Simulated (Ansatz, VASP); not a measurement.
## Two plane-wave programs on SnSe

File INCAR:

```
SYSTEM = SnSe
PREC = Accurate
ENCUT = 520
EDIFF = 1E-7
ISMEAR = 0
SIGMA = 0.05
LREAL = .False.
LASPH = .True.
NELM = 100
ALGO = Normal
ISIF = 2
LWAVE = .False.
LCHARG = .True.
LELF = .True.
LVHAR = .True.
NBANDS = 17
```

Contents of KPOINTS:

```
Automatic mesh
0
Gamma
  8 8 8
  0 0 0
```

Contents of POSCAR:

```
SnSe
1.0
    0.0000000000      2.9347500000      3.0100000000
    2.9347500000      0.0000000000      3.0100000000
    2.9347500000      2.9347500000      0.0000000000
Sn Se
1 1
Direct
    0.0000000000      0.0000000000      0.0000000000
    0.5000000000      0.5000000000      0.5000000000
```

Input for Ansatz:

```yaml
crystal:
  lattice:
    - [0.0, 2.93475, 3.01]
    - [2.93475, 0.0, 3.01]
    - [2.93475, 2.93475, 0.0]
  atoms:
    - { symbol: Sn, position: [0.0, 0.0, 0.0] }
    - { symbol: Se, position: [0.5, 0.5, 0.5] }
basis:
  ecutwfc: 420
kpoints:
  mp_grid: { grid: [8, 8, 8] }
hamiltonian:
  xc: lda
scf:
  occupations: { method: gaussian, width: 0.05 }
output:
  forces: true
  stress: true
  eigenvalues: true
```

Change from the starting cell: strain -0.025 along x and y, +0.000 along z, atoms carried along.

Alike in both runs: task single point; functional LDA; k mesh 8 × 8 × 8; occupations gaussian, width 0.05 eV; no spin polarisation.

```csv
,VASP,Ansatz
version,VASP 6.6.1,Ansatz 0.2.0
potentials or method,"VASP PAW LDA potentials, release 64 (Sn_d, Se), cutoff 520 eV","scalar-relativistic, plane waves, PAW"
valence electrons in the cell,20,30
```

VASP gave:

```
gap on the k mesh at the Fermi level (eV)                     : 0.74
least direct gap on the mesh (eV)                             : 0.81
pressure (GPa)                                                : -0.6
traceless stress, the component that is largest in VASP (GPa) : -2.23
```

Q: Which values does Ansatz return?

A: gap on the k mesh at the Fermi level (eV): 0.75; least direct gap on the mesh (eV): 0.82; pressure (GPa): -0.7; traceless stress, the component that is largest in VASP (GPa): -2.21.

LDA's correlation is that of Perdew and Zunger in VASP and of Perdew and Wang (1992) in Ansatz. VASP's potentials hold 20 valence electrons a cell and Ansatz's 30, so a difference there can come from the potentials and not from the codes.
